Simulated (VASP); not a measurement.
# Si (I4_1/amd) in VASP: notebook

Si is run at these levels: LDA; tasks: single point.

All numbers are computed with VASP 6.6.1; they aren't measurements. Logs are shortened: lines on timing, memory, paths and dates and some standing lists are left out, and cuts for length are marked.

## (1) The cell of the first run

It takes space group I4_1/amd (No. 141, tetragonal). Conventional cell: a = 3.840 Å, b = 3.840 Å, c = 5.377 Å, α = 90.00°, β = 90.00°, γ = 90.00°. Within 3.1 Å of Si (site symmetry -4m2) lie 4 Si at 2.34 Å.

## (2) Single point, LDA (zz strain of -1 %)

INCAR

```
SYSTEM = Si
PREC = Accurate
ENCUT = 520
EDIFF = 1E-6
ISMEAR = -1
SIGMA = 0.08
LREAL = .False.
LASPH = .True.
NELM = 80
ALGO = Normal
ISIF = 2
LWAVE = .False.
LCHARG = .False.
NBANDS = 11
```

KPOINTS

```
Automatic mesh
0
Gamma
  12 12 12
  0 0 0
```

POSCAR

```
Si
1.0
    0.0000000000      2.7154700000      2.6883153000
    2.7154700000      0.0000000000      2.6883153000
    2.7154700000      2.7154700000      0.0000000000
Si
2
Direct
    0.5000000000      0.5000000000      0.5000000000
    0.7500000000      0.7500000000      0.7500000000
```

Potentials or basis: VASP PAW LDA potentials, release 64 (Si).

Command:

```console
> cat potpaw_LDA.64/Si/POTCAR > POTCAR
> mpirun -np 1 vasp_std > vasp.out
```

OUTCAR:

```text
SYSTEM = Si
   PREC = Accurate
   ENCUT = 520
   EDIFF = 1E-6
   ISMEAR = -1
   LREAL = .False.
   LASPH = .True.
   NELM = 80
   ISIF = 2

 ion  position               nearest neighbor table
   1  0.500  0.500  0.500-   2 2.34   2 2.34   2 2.34   2 2.34
   2  0.750  0.750  0.750-   1 2.34   1 2.34   1 2.34   1 2.34

  LATTYP: Found a body centered tetragonal cell.
 ALAT       =     3.8402545022
 C/A-ratio  =     1.4000714267

  Lattice vectors:

 A1 = (   0.0000000000,  -2.7154700000,  -2.6883153000)
 A2 = (   0.0000000000,   2.7154700000,  -2.6883153000)
 A3 = (   2.7154700000,   0.0000000000,   2.6883153000)

Analysis of symmetry for initial positions (statically):
=====================================================================
 Subroutine PRICEL returns:
 Original cell was already a primitive cell.

 Routine SETGRP: Setting up the symmetry group for a
 body centered tetragonal supercell.

 Subroutine GETGRP returns: Found 16 space group operations
 (whereof  8 operations were pure point group operations)
 out of a pool of 16 trial point group operations.

The static configuration has the point symmetry D_2d.
 The point group associated with its full space group is D_4h.

Analysis of symmetry for dynamics (positions and initial velocities):
=====================================================================
 Subroutine PRICEL returns:
 Original cell was already a primitive cell.

 Routine SETGRP: Setting up the symmetry group for a
 body centered tetragonal supercell.

 Subroutine GETGRP returns: Found 16 space group operations
 (whereof  8 operations were pure point group operations)
 out of a pool of 16 trial point group operations.

The dynamic configuration has the point symmetry D_2d.
 The point group associated with its full space group is D_4h.

 Subroutine INISYM returns: Found 16 space group operations
 (whereof  8 operations are pure point group operations),
 and found     1 'primitive' translations

----------------------------------------------------------------------------------------

                                     Primitive cell

  volume of cell :      39.6461

  direct lattice vectors                    reciprocal lattice vectors
     0.000000000  2.715470000  2.688315300    -0.184130187  0.184130187  0.185990088
     2.715470000  0.000000000  2.688315300     0.184130187 -0.184130187  0.185990088
     2.715470000  2.715470000  0.000000000     0.184130187  0.184130187 -0.185990088

  length of vectors
     3.821101474  3.821101474  3.840254502     0.320000257  0.320000257  0.320000257

  position of ions in fractional coordinates (direct lattice)
     0.500000000  0.500000000  0.500000000
     0.750000000  0.750000000  0.750000000

  ion indices of the primitive-cell ions
   primitive index   ion index
                 1           1
                 2           2

----------------------------------------------------------------------------------------

 KPOINTS: Automatic mesh

Automatic generation of k-mesh.
 Grid dimensions read from file:
 generate k-points for:   12   12   12

 Generating k-lattice:

  Cartesian coordinates                     Fractional coordinates (reciprocal lattice)
    -0.015344182  0.015344182  0.015499174     0.083333333  0.000000000  0.000000000
     0.015344182 -0.015344182  0.015499174     0.000000000  0.083333333  0.000000000
     0.015344182  0.015344182 -0.015499174     0.000000000  0.000000000  0.083333333

  Length of vectors
     0.026666688  0.026666688  0.026666688

  Shift w.r.t. Gamma in fractional coordinates (k-lattice)
     0.000000000  0.000000000  0.000000000

 Subroutine IBZKPT returns following result:
 ===========================================

 Found    163 irreducible k-points:

 Following reciprocal coordinates:
            Coordinates               Weight
  0.000000  0.000000  0.000000      1.000000
  0.083333  0.000000  0.000000      8.000000
  0.166667  0.000000  0.000000      8.000000
  0.250000  0.000000  0.000000      8.000000
  0.333333  0.000000  0.000000      8.000000
  0.416667  0.000000  0.000000      8.000000
[... 16 lines left out ...]
  0.500000  0.166667  0.000000      8.000000
 -0.416667  0.166667  0.000000      8.000000
 [... further k-points ...]
   k-points           NKPTS =    163   k-points in BZ     NKDIM =    163   number of bands    NBANDS=     11
   number of dos      NEDOS =    301   number of ions     NIONS =      2
   total plane-waves  NPLWV =  23520
   dimension x,y,z NGX =    28 NGY =   28 NGZ =   30
   dimension x,y,z NGXF=    56 NGYF=   56 NGZF=   60
   ions per type =               2
   NGX,Y,Z   is equivalent  to a cutoff of  12.18, 12.18, 12.99 a.u.
   NGXF,Y,Z  is equivalent  to a cutoff of  24.36, 24.36, 25.97 a.u.
 SYSTEM =  Si
   PREC   = accura    normal or accurate (medium, high low for compatibility)
   ISTART =      0    job   : 0-new  1-cont  2-samecut
   ICHARG =      2    charge: 1-file 2-atom 10-const
   ISPIN  =      1    spin polarized calculation?
   LNONCOLLINEAR =      F non collinear calculations
   LSORBIT =      F    spin-orbit coupling
   LASPH  =      T    aspherical Exc in radial PAW
   ENCUT  =  520.0 eV  38.22 Ry    6.18 a.u.   7.10  7.10  7.14*2*pi/ulx,y,z
   NELM   =     80;   NELMIN=  2; NELMDL= -5     # of ELM steps
   EDIFF  = 0.1E-05   stopping-criterion for ELM
   LREAL  =      F    real-space projection
   EDIFFG = 0.1E-04   stopping-criterion for IOM
   NSW    =      0    number of steps for IOM
   IBRION =     -1    ionic relax: 0-MD 1-quasi-New 2-CG
   NFREE  =      0    steps in history (QN), initial steepest desc. (CG)
   ISIF   =      2    stress and relaxation
   ISYM   =      2    0-nonsym 1-usesym 2-fastsym
   POTIM  = 0.5000    time-step for ionic-motion
   TEBEG  =    0.0;   TEEND  =   0.0 temperature during run
   PSTRESS=    0.0 pullay stress
   NELECT =       8.0000    total number of electrons
   NUPDOWN=      -1.0000    fix difference up-down
   EMIN   =  10.00;   EMAX   =-10.00  energy-range for DOS
   EFERMI =   0.00;   METHOD = LEGACY
   ISMEAR =    -1;   SIGMA  =   0.08  broadening in eV -4-tet -1-fermi 0-gaus
   EFERMI_NEDOS =   21; number of points for ismear=-14 and -15
   IALGO  =     38    algorithm
   IMIX   =      4    mixing-type and parameters
     AMIX     =   0.40;   BMIX     =  1.00
     AMIX_MAG =   1.60;   BMIX_MAG =  1.00
  volume/ion in A,a.u.               =      19.82       133.77
  Fermi-wavevector in a.u.,A,eV,Ry     =   0.960221  1.814556 12.544916  0.922025
  Thomas-Fermi vector in A             =   2.089487
   LORBIT       =      0    0 simple, 1 ext, 2 COOP (PROOUT), +10 PAW based schemes
   GGA     = CA    functional components
   LHFCALC =     F    Hartree Fock is set to
   AEXX    =    0.0000 exact exchange contribution
   IVDW    =     0    specifies the selected vdW correction
   LEPSILON=     F    determine dielectric tensor
   LRPA    =     F    only Hartree local field effects (RPA)
 non-spin polarized calculation
  energy-cutoff  :      520.00
  volume of cell :       39.65
 maximum number of plane-waves:      1078
   NGX = 15   NGY = 15   NGZ = 15

 number of electron       8.0000000 magnetization

 Free energy of the ion-electron system (eV)
  ---------------------------------------------------
  ext. energy  EPLUGINS =         0.00000000
  ---------------------------------------------------
  free energy    TOTEN  =       -11.91872398 eV

  energy without entropy =      -11.91818468  energy(sigma->0) =      -11.91845433

 E-fermi :   6.0875     XC(G=0):  -9.6433

 val. band max:        5.9174127724   @ k =   0.0000   0.0000   0.0000
 cond. band min:       6.2636118900   @ k =   0.4167   0.4167   0.0000
 fundamental gap:      0.3461991176
 Fermi energy:         6.0874725204

 k-point     1 :       0.0000    0.0000    0.0000
  band No.  band energies     occupation
      1      -6.1541      2.00000
      2       5.8477      1.90486
      3       5.8477      1.90486
      4       5.9174      1.78676
      5       8.3761      0.00000
      6       8.4120      0.00000
      7       8.4120      0.00000
      8       9.1925      0.00000
      9      13.5124      0.00000
     10      13.5912      0.00000
     11      13.6948      0.00000

 k-point     2 :       0.0833    0.0000    0.0000
  band No.  band energies     occupation
      1      -6.0623      2.00000
      2       5.0013      2.00000
      3       5.7000      1.98436
      4       5.7516      1.97042
      5       8.4325      0.00000
      6       8.6055      0.00000
      7       8.6247      0.00000
      8       9.8589      0.00000
      9      13.2372      0.00000
     10      13.3997      0.00000
     11      13.9887      0.00000

 k-point     3 :       0.1667    0.0000    0.0000
  band No.  band energies     occupation
      1      -5.7896      2.00000
      2       3.4678      2.00000
      3       5.3856      1.99969
      4       5.4468      1.99933
      5       8.1632      0.00000
      6       9.0484      0.00000
      7       9.0554      0.00000
      8      11.2740      0.00000
      9      12.8768      0.00000
     10      12.9913      0.00000
     11      14.7592      0.00000

 k-point     4 :       0.2500    0.0000    0.0000
  band No.  band energies     occupation
      1      -5.3468      2.00000
      2       1.9104      2.00000
      3       5.0689      1.99999
      4       5.1425      1.99999
      5       7.8317      0.00000
      6       9.3275      0.00000
      7       9.3582      0.00000
      8      12.7132      0.00000
      9      13.0183      0.00000
     10      13.0611      0.00000
     11      14.6832      0.00000

 k-point     5 :       0.3333    0.0000    0.0000
  band No.  band energies     occupation
      1      -4.7630      2.00000
      2       0.4917      2.00000
      3       4.8226      2.00000
      4       4.9074      2.00000
      5       7.5607      0.00000
      6       9.3033      0.00000
      7       9.3689      0.00000
      8      13.5887      0.00000
      9      13.8133      0.00000
     10      13.8461      0.00000
     11      14.8646      0.00000
[... 211 lines left out ...]
 k-point    21 :       0.3333    0.1667    0.0000
  band No.  band energies     occupation
      1      -4.8319      2.00000
      2       1.4115      2.00000
      3       3.8736      2.00000
      4       4.0660      2.00000
      5       7.7099      0.00000
      6       9.8448      0.00000
      7      10.3806      0.00000
      8      10.8957      0.00000
      9      14.9305      0.00000
     10      15.0219      0.00000
     11      16.1439      0.00000

 k-point    22 :       0.4167    0.1667    0.0000
  band No.  band energies     occupation
      1      -4.2155      2.00000
      2       0.1572      2.00000
      3       3.4438      2.00000
      4       3.9785      2.00000
      5       7.7525      0.00000
      6      10.1312      0.00000
      7      10.6961      0.00000
      8      10.7869      0.00000
      9      15.6439      0.00000
     10      16.0888      0.00000
     11      16.7100      0.00000

 k-point    23 :       0.5000    0.1667    0.0000
  band No.  band energies     occupation
      1      -3.6244      2.00000
      2      -0.7886      2.00000
      3       3.1018      2.00000
      4       4.0307      2.00000
      5       7.7769      0.00000
      6       9.9815      0.00000
      7      10.4182      0.00000
      8      12.1456      0.00000
      9      15.1903      0.00000
     10      16.3642      0.00000
     11      17.6281      0.00000

 k-point    24 :      -0.4167    0.1667    0.0000
  band No.  band energies     occupation
      1      -3.5175      2.00000
      2      -0.9402      2.00000
      3       2.8852      2.00000
      4       4.2153      2.00000
      5       7.9196      0.00000
      6       9.9278      0.00000
      7      10.1957      0.00000
      8      13.6976      0.00000
      9      14.3573      0.00000
     10      14.6495      0.00000
     11      16.9889      0.00000

 [... further k-points ...]
[... 5 lines left out ...]
  --------------------------------------------------------------------------------------
  -------------------------------------------------------------------------------------
  Total       -0.2100953     -0.2100953      0.0227650      0.0000000     -0.0000000     -0.0000000
  in kB       -8.4903734     -8.4903734      0.9199782      0.0000000     -0.0000000     -0.0000000
  external PRESSURE =      -5.3535895 kB  Pullay stress =       0.0000000 kB

 VOLUME and BASIS-vectors are now :
 -----------------------------------------------------------------------------
  energy-cutoff  :      520.00
  volume of cell :       39.65
      direct lattice vectors                 reciprocal lattice vectors
     0.000000000  2.715470000  2.688315300    -0.184130187  0.184130187  0.185990088
     2.715470000  0.000000000  2.688315300     0.184130187 -0.184130187  0.185990088
     2.715470000  2.715470000  0.000000000     0.184130187  0.184130187 -0.185990088

 POSITION                                       TOTAL-FORCE (eV/Angst)
 -----------------------------------------------------------------------------------
      2.71547      2.71547      2.68832        -0.000000     -0.000000      0.000000
      4.07320      4.07320      4.03247         0.000000      0.000000     -0.000000
 -----------------------------------------------------------------------------------
    total drift:                                0.000000      0.000000     -0.000000

  FREE ENERGIE OF THE ION-ELECTRON SYSTEM (eV)
  ---------------------------------------------------
  free  energy   TOTEN  =       -11.9187239799 eV

  energy  without entropy=      -11.9181846827  energy(sigma->0) =      -11.91845433
```

Wall time 46 s (1 thread of Intel Xeon Platinum 8375C at 2.90GHz (Ice Lake), shared host); peak memory 0.17 GiB.

Results:

```
Free energy            : -11.9187 eV
Pressure               : -0.5 GPa
Band gap on the k mesh : 0.35 eV, indirect (least direct gap 2.46 eV)
```

Stress tensor (GPa, compression positive):
```
-0.85  0.00  0.00
 0.00 -0.85  0.00
 0.00  0.00  0.09
```

Levels at points of the mesh, in eV from the valence-band top:
```
           k point  band 2  band 3  band 4  band 5  band 6  band 7
(0.00, 0.00, 0.00)   -0.07   -0.07    0.00    2.46    2.49    2.49
(0.50, 0.00, 0.00)   -7.08   -1.30   -1.20    1.41    3.20    3.29
(0.50, 0.50, 0.00)   -7.85   -2.98   -2.98    0.49    0.49   10.01
(0.50, 0.00, 0.50)   -7.91   -2.90   -2.90    0.57    0.57   10.00
```

Caveat: the cell differs from its parent crystal (zz strain of -1 %). A k mesh can miss the band edges.

## (3) Single point, LDA (zz strain of +1 %)

INCAR

```
SYSTEM = Si
  PREC = Accurate
  ENCUT = 520
  EDIFF = 1E-7
  ISMEAR = -1
  SIGMA = 0.08
  LREAL = .False.
  LASPH = .True.
  NELM = 80
  ALGO = Normal
  ISIF = 2
  LWAVE = .False.
  LCHARG = .False.
  GGA = CA
  NBANDS = 11
```

KPOINTS

```
regular mesh
0
Gamma
  12 12 12
  0 0 0
```

POSCAR

```
Si
1.0
    0.0000000000      2.7154700000      2.7426247000
    2.7154700000      0.0000000000      2.7426247000
    2.7154700000      2.7154700000      0.0000000000
Si
2
Direct
    0.5000000000      0.5000000000      0.5000000000
    0.7500000000      0.7500000000      0.7500000000
```

Potentials or basis: VASP PAW LDA potentials, release 64 (Si).

Command:

```console
> cat potpaw_LDA.64/Si/POTCAR > POTCAR
> mpirun -np 1 vasp_std > vasp.out
```

It took 58 s on 1 thread of Intel Xeon Platinum 8375C at 2.90GHz (Ice Lake), shared host; peak memory 0.18 GiB.

Results (log left out):

* Free energy: -11.9115 eV
* Pressure: -2.3 GPa
* Band gap on the k mesh: 0.43 eV, indirect (least direct gap 2.49 eV)

Stress tensor (GPa, compression positive):
```
-2.02  0.00  0.00
 0.00 -2.02  0.00
 0.00  0.00 -2.99
```

Levels at points of the mesh, in eV from the valence-band top:
```
           k point  band 2  band 3  band 4  band 5  band 6  band 7
(0.00, 0.00, 0.00)   -0.07    0.00    0.00    2.49    2.49    2.52
(0.50, 0.00, 0.00)   -6.97   -1.26   -1.16    1.37    3.24    3.31
(0.50, 0.50, 0.00)   -7.84   -2.80   -2.80    0.65    0.65    9.88
(0.50, 0.00, 0.50)   -7.79   -2.87   -2.87    0.57    0.57    9.85
```

Caveat: the cell differs from its parent crystal (zz strain of +1 %). A k mesh can miss the band edges.

## (4) Single point, LDA (zz strain of +2 %)

INCAR

```
SYSTEM = Si
PREC     = Accurate       ! precision mode
ENCUT    = 520            ! plane-wave cutoff, eV
EDIFF    = 1E-6           ! SCF threshold, eV
ISMEAR   = -1             ! smearing method
SIGMA    = 0.08           ! smearing width, eV
LREAL    = .FALSE.        ! projectors in reciprocal space
LASPH    = .TRUE.         ! aspherical terms in the spheres
NELM     = 80             ! most SCF steps
ALGO     = Normal         ! electronic algorithm
ISIF     = 2              ! what is computed and relaxed
LWAVE    = .FALSE.        ! write WAVECAR
LCHARG   = .FALSE.        ! write CHGCAR
NBANDS   = 11             ! bands
```

KPOINTS

```
Automatic mesh
0
G
  12 12 12
  0 0 0
```

POSCAR

```
Si
1.0
    0.0000000000      2.7154700000      2.7697794000
    2.7154700000      0.0000000000      2.7697794000
    2.7154700000      2.7154700000      0.0000000000
Si
2
Direct
    0.5000000000      0.5000000000      0.5000000000
    0.7500000000      0.7500000000      0.7500000000
```

Command:

```console
> cat potpaw_LDA.64/Si/POTCAR > POTCAR
> mpirun -np 1 vasp_std > vasp.out
```

Wall time 46 s (1 thread of Intel Xeon Platinum 8375C at 2.90GHz (Ice Lake), shared host); peak memory 0.18 GiB.

The run converged. Its results:

```yaml
Free_energy: -11.9022 eV
Pressure: -3.2 GPa
Band_gap_on_the_k_mesh: 0.40 eV, indirect (least direct gap 2.43 eV)
```

Stress tensor (GPa, compression positive):
```
-2.53  0.00  0.00
 0.00 -2.53  0.00
 0.00  0.00 -4.49
```

Levels at points of the mesh, in eV from the valence-band top:
| k point | band 1 | band 2 | band 3 | band 4 | band 5 | band 6 | band 7 | band 8 |
| --- | --- | --- | --- | --- | --- | --- | --- | --- |
| (0.00, 0.00, 0.00) | -11.87 | -0.14 | 0.00 | 0.00 | 2.45 | 2.45 | 2.52 | 2.93 |
| (0.50, 0.00, 0.00) | -9.58 | -6.95 | -1.32 | -1.13 | 1.30 | 3.19 | 3.33 | 7.44 |
| (0.50, 0.50, 0.00) | -7.87 | -7.87 | -2.75 | -2.75 | 0.70 | 0.70 | 9.78 | 9.78 |
| (0.50, 0.00, 0.50) | -7.76 | -7.76 | -2.90 | -2.90 | 0.54 | 0.54 | 9.70 | 9.70 |

Caveat: the cell differs from its parent crystal (zz strain of +2 %). A k mesh can miss the band edges.

(Continued in part 2 of 2.)
